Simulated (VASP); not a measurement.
A run of VASP 6.6.1 is set up as follows.

Contents of INCAR:

```
PREC = Accurate
ENCUT = 520
EDIFF = 1E-6
ISMEAR = -1
SIGMA = 0.05
LREAL = False
LASPH = True
NELM = 80
ALGO = Normal
ISIF = 2
LWAVE = False
LCHARG = False
GGA = RP
NBANDS = 11
```

KPOINTS

```
regular mesh
0
Gamma
  9 9 9
```

File POSCAR:

```
Si
1.0
    0.0000000000      2.7878096898      2.7878096898
    2.7878096898      0.0000000000      2.7878096898
    2.7878096898      2.7878096898      0.0000000000
Si
2
Direct
    0.5000000000      0.5000000000      0.5000000000
    0.7500000000      0.7500000000      0.7500000000
```

Potentials or basis: VASP PAW PBE potentials, release 64 (Si).

The run is started by

```bash
$ cat potpaw_PBE.64/Si/POTCAR > POTCAR
$ mpirun -np 1 vasp_std > vasp.out
```

Task: Estimate the band gap on the k mesh.

Result: 0.79 eV, indirect (least direct gap 2.47 eV).

Task: Predict the pressure.

Result: -3.3 GPa.

Caveat: the PAW data sets were made with another functional, which shifts forces and pressure a little. A k mesh can miss the band edges.
